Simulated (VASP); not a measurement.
# Co (Pm-3m) in VASP: further runs

The runs below take Co through relaxation of cell and atoms, single point, with LDA.

All numbers are computed with VASP 6.6.1; they aren't measurements. Logs are shortened: lines on timing, memory, paths and dates and some standing lists are left out, and cuts for length are marked.

## (1) The cell of the first run

Symmetry: Pm-3m, No. 221, cubic system. Conventional cell: a = 2.287 Å, b = 2.287 Å, c = 2.287 Å, α = 90.00°, β = 90.00°, γ = 90.00°. Within 3.0 Å of Co (site symmetry m-3m) lie 6 Co at 2.29 Å.

This isn't the form of Co at room conditions, which is hcp.

## (2) Relaxation of cell and atoms, LDA, collinear spin, antiferromagnetic start

Input file INCAR:

```
ALGO = Normal ; EDIFF = 1E-7
EDIFFG = -0.01 ; ENCUT = 690
GGA_COMPAT = F ; IBRION = 2
ISIF = 3 ; ISMEAR = -1
ISPIN = 2 ; LASPH = T
LCHARG = F ; LMAXMIX = 4
LORBIT = 11 ; LREAL = F
LWAVE = F ; MAGMOM = 1.7 -1.7
NELM = 200 ; NELMIN = 4
NSW = 80 ; PREC = Accurate
SIGMA = 0.05
```

Input file KPOINTS:

```
k-points
0
Gamma
  12 12 12
```

Input file POSCAR:

```
Co
1.0
    0.0000000000      2.2868488050      2.2868488050
    2.2868488050      0.0000000000      2.2868488050
    2.2868488050      2.2868488050      0.0000000000
Co
2
Direct
    0.0000000000      0.0000000000      0.0000000000
    0.5000000000      0.5000000000      0.5000000000
```

Potentials or basis: VASP PAW LDA potentials, release 64 (Co_sv).

Command:

```console
$ cat potpaw_LDA.64/Co_sv/POTCAR > POTCAR
$ mpirun -np 1 vasp_std > vasp.out
```

OUTCAR:

```text
EDIFF = 1E-7
   EDIFFG = -0.01
   ENCUT = 690
   IBRION = 2
   ISIF = 3
   ISMEAR = -1
   ISPIN = 2
   LASPH = T
   LORBIT = 11
   LREAL = F
   NELM = 200
   NELMIN = 4
   NSW = 80
   PREC = Accurate

 ion  position               nearest neighbor table
   1  0.000  0.000  0.000-   2 2.29   2 2.29   2 2.29   2 2.29   2 2.29   2 2.29
   2  0.500  0.500  0.500-   1 2.29   1 2.29   1 2.29   1 2.29   1 2.29   1 2.29

  LATTYP: Found a face centered cubic cell.
 ALAT       =     4.5736976100

  Lattice vectors:

 A1 = (   0.0000000000,   2.2868488050,   2.2868488050)
 A2 = (   2.2868488050,   0.0000000000,   2.2868488050)
 A3 = (   2.2868488050,   2.2868488050,   0.0000000000)

Analysis of symmetry for initial positions (statically):
=====================================================================
 Subroutine PRICEL returns following result:

  LATTYP: Found a simple cubic cell.
 ALAT       =     2.2868488050

  Lattice vectors:

 A1 = (  -2.2868488050,   0.0000000000,   0.0000000000)
 A2 = (   0.0000000000,   0.0000000000,   2.2868488050)
 A3 = (   0.0000000000,   2.2868488050,   0.0000000000)

   2 primitive cells build up your supercell.

 Routine SETGRP: Setting up the symmetry group for a
 face centered cubic supercell.

 Subroutine GETGRP returns: Found 48 space group operations
 (whereof 48 operations were pure point group operations)
 out of a pool of 48 trial point group operations.

The static configuration has the point symmetry O_h .

Analysis of symmetry for dynamics (positions and initial velocities):
=====================================================================
 Subroutine PRICEL returns following result:

  LATTYP: Found a simple cubic cell.
 ALAT       =     2.2868488050

  Lattice vectors:

 A1 = (  -2.2868488050,   0.0000000000,   0.0000000000)
 A2 = (   0.0000000000,   0.0000000000,   2.2868488050)
 A3 = (   0.0000000000,   2.2868488050,   0.0000000000)

   2 primitive cells build up your supercell.

 Routine SETGRP: Setting up the symmetry group for a
 face centered cubic supercell.

 Subroutine GETGRP returns: Found 48 space group operations
 (whereof 48 operations were pure point group operations)
 out of a pool of 48 trial point group operations.

The dynamic configuration has the point symmetry O_h .

Analysis of structural, dynamic, and magnetic symmetry:
=====================================================================
 Subroutine PRICEL returns following result:

  LATTYP: Found a simple cubic cell.
 ALAT       =     2.2868488050

  Lattice vectors:

 A1 = (  -2.2868488050,   0.0000000000,   0.0000000000)
 A2 = (   0.0000000000,   0.0000000000,   2.2868488050)
 A3 = (   0.0000000000,   2.2868488050,   0.0000000000)

   2 primitive cells build up your supercell.

 Routine SETGRP: Setting up the symmetry group for a
 face centered cubic supercell.

 Subroutine GETGRP returns: Found 48 space group operations
 (whereof 48 operations were pure point group operations)
 out of a pool of 48 trial point group operations.

The overall configuration has the point symmetry O_h .

 Subroutine INISYM returns: Found 48 space group operations
 (whereof 48 operations are pure point group operations),
 and found     2 'primitive' translations

----------------------------------------------------------------------------------------

                                     Primitive cell

  volume of cell :      11.9595

  direct lattice vectors                    reciprocal lattice vectors
    -2.286848805  0.000000000  0.000000000    -0.437282954  0.000000000  0.000000000
     0.000000000  0.000000000  2.286848805     0.000000000  0.000000000  0.437282954
     0.000000000  2.286848805  0.000000000     0.000000000  0.437282954  0.000000000

  length of vectors
     2.286848805  2.286848805  2.286848805     0.437282954  0.437282954  0.437282954

  position of ions in fractional coordinates (direct lattice)
     0.000000000  0.000000000  0.000000000

  ion indices of the primitive-cell ions
   primitive index   ion index
                 1           1

----------------------------------------------------------------------------------------

 KPOINTS: k-points

Automatic generation of k-mesh.
 Grid dimensions read from file:
 generate k-points for:   12   12   12

 Generating k-lattice:

  Cartesian coordinates                     Fractional coordinates (reciprocal lattice)
    -0.018220123  0.018220123  0.018220123     0.083333333  0.000000000  0.000000000
     0.018220123 -0.018220123  0.018220123     0.000000000  0.083333333  0.000000000
     0.018220123  0.018220123 -0.018220123     0.000000000  0.000000000  0.083333333

  Length of vectors
     0.031558179  0.031558179  0.031558179

  Shift w.r.t. Gamma in fractional coordinates (k-lattice)
     0.000000000  0.000000000  0.000000000

 Subroutine IBZKPT returns following result:
 ===========================================

 Found     72 irreducible k-points:

 Following reciprocal coordinates:
            Coordinates               Weight
  0.000000  0.000000  0.000000      1.000000
  0.083333  0.000000  0.000000      8.000000
  0.166667  0.000000  0.000000      8.000000
  0.250000  0.000000  0.000000      8.000000
  0.333333  0.000000  0.000000      8.000000
  0.416667  0.000000  0.000000      8.000000
[... 16 lines left out ...]
  0.500000  0.166667  0.000000     24.000000
 -0.416667  0.166667  0.000000     24.000000
 [... further k-points ...]
   k-points           NKPTS =     72   k-points in BZ     NKDIM =     72   number of bands    NBANDS=     21
   number of dos      NEDOS =    301   number of ions     NIONS =      2
   total plane-waves  NPLWV =  21952
   dimension x,y,z NGX =    28 NGY =   28 NGZ =   28
   dimension x,y,z NGXF=    56 NGYF=   56 NGZF=   56
   ions per type =               2
   NGX,Y,Z   is equivalent  to a cutoff of  14.39, 14.39, 14.39 a.u.
   NGXF,Y,Z  is equivalent  to a cutoff of  28.79, 28.79, 28.79 a.u.
 SYSTEM =  unknown system
   PREC   = accura    normal or accurate (medium, high low for compatibility)
   ISTART =      0    job   : 0-new  1-cont  2-samecut
   ICHARG =      2    charge: 1-file 2-atom 10-const
   ISPIN  =      2    spin polarized calculation?
   LNONCOLLINEAR =      F non collinear calculations
   LSORBIT =      F    spin-orbit coupling
   LASPH  =      T    aspherical Exc in radial PAW
   ENCUT  =  690.0 eV  50.71 Ry    7.12 a.u.   6.93  6.93  6.93*2*pi/ulx,y,z
   NELM   =    200;   NELMIN=  4; NELMDL= -5     # of ELM steps
   EDIFF  = 0.1E-06   stopping-criterion for ELM
   LREAL  =      F    real-space projection
   EDIFFG = -.1E-01   stopping-criterion for IOM
   NSW    =     80    number of steps for IOM
   IBRION =      2    ionic relax: 0-MD 1-quasi-New 2-CG
   NFREE  =      1    steps in history (QN), initial steepest desc. (CG)
   ISIF   =      3    stress and relaxation
   ISYM   =      2    0-nonsym 1-usesym 2-fastsym
   POTIM  = 0.5000    time-step for ionic-motion
   TEBEG  =    0.0;   TEEND  =   0.0 temperature during run
   PSTRESS=    0.0 pullay stress
   NELECT =      34.0000    total number of electrons
   NUPDOWN=      -1.0000    fix difference up-down
   EMIN   =  10.00;   EMAX   =-10.00  energy-range for DOS
   EFERMI =   0.00;   METHOD = LEGACY
   ISMEAR =    -1;   SIGMA  =   0.05  broadening in eV -4-tet -1-fermi 0-gaus
   EFERMI_NEDOS =   21; number of points for ismear=-14 and -15
   IALGO  =     38    algorithm
   IMIX   =      4    mixing-type and parameters
     AMIX     =   0.40;   BMIX     =  1.00
     AMIX_MAG =   1.60;   BMIX_MAG =  1.00
  volume/ion in A,a.u.               =      11.96        80.71
  Fermi-wavevector in a.u.,A,eV,Ry     =   1.840717  3.478451 46.099790  3.388239
  Thomas-Fermi vector in A             =   2.892993
   LORBIT       =     11    0 simple, 1 ext, 2 COOP (PROOUT), +10 PAW based schemes
   GGA     = CA    functional components
   LHFCALC =     F    Hartree Fock is set to
   AEXX    =    0.0000 exact exchange contribution
   IVDW    =     0    specifies the selected vdW correction
   LEPSILON=     F    determine dielectric tensor
   LRPA    =     F    only Hartree local field effects (RPA)
 conjugate gradient relaxation of ions
 spin polarized calculation
  energy-cutoff  :      690.00
  volume of cell :       23.92
 maximum number of plane-waves:      1004
   NGX = 13   NGY = 13   NGZ = 13

--------------------------------------- Ionic step        1  -------------------------------------------

 number of electron      34.0000020 magnetization       0.0000000

 number of electron      34.0000020 magnetization      -0.0000000

 Free energy of the ion-electron system (eV)
  ---------------------------------------------------
  ext. energy  EPLUGINS =         0.00000000
  ---------------------------------------------------
  free energy    TOTEN  =       -14.29438885 eV

  energy without entropy =      -14.24825049  energy(sigma->0) =      -14.27131967

------------------------ aborting loop because EDIFF is reached ----------------------------------------

  FORCE on cell =-STRESS in cart. coord.  units (eV):
  Direction    XX          YY          ZZ          XY          YZ          ZX
  --------------------------------------------------------------------------------------
  -------------------------------------------------------------------------------------
  Total       -2.5360683     -2.5360683     -2.5360683      0.0000000      0.0000000      0.0000000
  in kB     -169.8748873   -169.8748873   -169.8748873      0.0000000      0.0000000      0.0000000
  external PRESSURE =    -169.8748873 kB  Pullay stress =       0.0000000 kB
[... 99 lines left out ...]
--------------------------------------- Ionic step        4  -------------------------------------------

 number of electron      33.9999974 magnetization       0.0000000

 number of electron      33.9999974 magnetization      -0.0000000

 Free energy of the ion-electron system (eV)
  ---------------------------------------------------
  ext. energy  EPLUGINS =         0.00000000
  ---------------------------------------------------
  free energy    TOTEN  =       -14.40773495 eV

  energy without entropy =      -14.36729882  energy(sigma->0) =      -14.38751689

 E-fermi :  11.4184     XC(G=0): -14.1292

 val. band max:       11.4144550743   @ k =  -0.2500   0.4167   0.1667
 cond. band min:      11.4253521783   @ k =  -0.3333   0.2500   0.0000
 fundamental gap:      0.0108971039
 Fermi energy:        11.4184148233

 spin component 1

 k-point     1 :       0.0000    0.0000    0.0000
  band No.  band energies     occupation
      1     -82.6037      1.00000
      2     -82.3704      1.00000
      3     -46.5662      1.00000
      4     -46.5662      1.00000
      5     -46.5662      1.00000
      6     -46.1426      1.00000
[... 565 lines left out ...]
     20      13.1749      0.00000
     21      20.7381      0.00000

 [... further k-points ...]

 spin component 2

 k-point     1 :       0.0000    0.0000    0.0000
  band No.  band energies     occupation
      1     -82.6037      1.00000
      2     -82.3704      1.00000
      3     -46.5662      1.00000
      4     -46.5662      1.00000
      5     -46.5662      1.00000
      6     -46.1426      1.00000
[... 596 lines left out ...]
  FREE ENERGIE OF THE ION-ELECTRON SYSTEM (eV)
  ---------------------------------------------------
  free  energy   TOTEN  =       -14.4077349532 eV

  energy  without entropy=      -14.3672988188  energy(sigma->0) =      -14.38751689

 reached required accuracy - stopping structural energy minimisation

 total charge

# of ion       s       p       d       tot
------------------------------------------
    1        2.278   6.105   6.828  15.211
    2        2.278   6.105   6.828  15.211
--------------------------------------------------
tot          4.557  12.211  13.655  30.423

 magnetization (x)

# of ion       s       p       d       tot
------------------------------------------
    1       -0.000  -0.000  -0.000  -0.000
    2        0.000   0.000   0.000   0.000
--------------------------------------------------
tot          0.000   0.000   0.000   0.000
```

It took 4 min on 1 thread of AMD EPYC 9R45 (Zen 5), shared host; peak memory 0.17 GiB.

What came out:

```
Free energy                                           : -14.4077 eV
Relaxed volume                                        : 10.97 Å³/atom
Relaxed cell                                          : a = 3.142 Å, b = 3.142 Å, c = 3.142 Å, α = 60.00°, β = 60.00°, γ = 60.00°
Space group after relaxing (to 0.1 Å)                 : Pm-3m (No. 221)
Energy gained by relaxing                             : 56.7 meV/atom
Ionic steps                                           : 4
Pressure after relaxing                               : 0.0 GPa
Band gap on the k mesh                                : zero (filled and empty bands overlap)
Net moment                                            : 0.00 μB per cell
Valence electrons inside the program's atomic spheres : Co 15.21
```

Step by step:
| step | energy change (eV) | largest force (eV/Å) | pressure (GPa) | volume (Å³) |
| --- | --- | --- | --- | --- |
| 1 | 0.0000 | 0.0000 | -16.99 | 23.92 |
| 2 | 0.0733 | 0.0000 | 30.60 | 19.79 |
| 3 | -0.1133 | 0.0000 | -0.48 | 21.98 |
| 4 | -0.1133 | 0.0000 | -0.03 | 21.94 |

Final structure:
```xyz
2
Lattice="0.0000 2.2221 2.2221 2.2221 0.0000 2.2221 2.2221 2.2221 0.0000" Properties=species:S:1:pos:R:3 pbc="T T T"
Co    0.0000    2.2221    2.2221
Co    2.2221    2.2221    2.2221
```

Caveat: the moments typed at the start vanished in this run.

[end of part 1 of 2]
